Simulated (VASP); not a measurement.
Set up this calculation in VASP 6.6.1, as the native input.

```yaml
Task: single point
Functional: PBEsol
Potentials_or_basis: VASP PAW PBE potentials, release 64 (Ba_sv, Ti_sv, O_h)
Cutoff: 1340 eV
k_mesh: 1 × 1 × 1
Occupations: gaussian, width 0.02 eV
Spin: no spin polarisation
Dipole_correction: no
Further_INCAR_settings: ALGO = Normal; EDIFF = 1e-06; NBANDS = 28
```

The structure of BaTiO3 lies in POSCAR:

```
BaTiO3
1.0
    2.8193782869      1.6423719920      2.2963980085
   -2.8265732902      1.6079329908      2.3294340357
   -0.0334225516     -3.2905616540      2.3412718630
Ba Ti O
1 1 3
Direct
    0.0026354493      0.0148621033      0.0353983570
    0.5181817518      0.5016307606      0.5229100921
    0.4831800789      0.4750976295      0.9688660862
    0.4779043671      0.9706272881      0.4676554668
    1.0205296430      0.4990537475      0.4955453533
```

The input as run:

INCAR

```
SYSTEM = BaTiO3
  PREC = Accurate
  ENCUT = 1340
  EDIFF = 1E-6
  ISMEAR = 0
  SIGMA = 0.02
  LREAL = .False.
  LASPH = .True.
  NELM = 120
  ALGO = Normal
  ISIF = 2
  LWAVE = .False.
  LCHARG = .False.
  GGA = PS
  NBANDS = 28
  GGA_COMPAT = .False.
```

KPOINTS

```
Automatic mesh
0
Gamma
  1 1 1
  0 0 0
```

Potentials or basis: VASP PAW PBE potentials, release 64 (Ba_sv, Ti_sv, O_h).

Command:

```console
$ cat potpaw_PBE.64/Ba_sv/POTCAR potpaw_PBE.64/Ti_sv/POTCAR potpaw_PBE.64/O_h/POTCAR > POTCAR
$ mpirun -np 1 vasp_gam > vasp.out
```

It gave:

The pressure is 39.1 GPa and the largest force is 20.983 eV/Å.

Caveat: the k points lie up to 1.57 Å⁻¹ apart, too coarse for converged energies, forces and pressures; the PAW data sets were made with another functional, which shifts forces and pressure a little.

Wall time 11 s on 1 thread of Intel(R) Xeon(R) 6975P-C (Granite Rapids), on a shared host, peak memory 0.31 GiB.
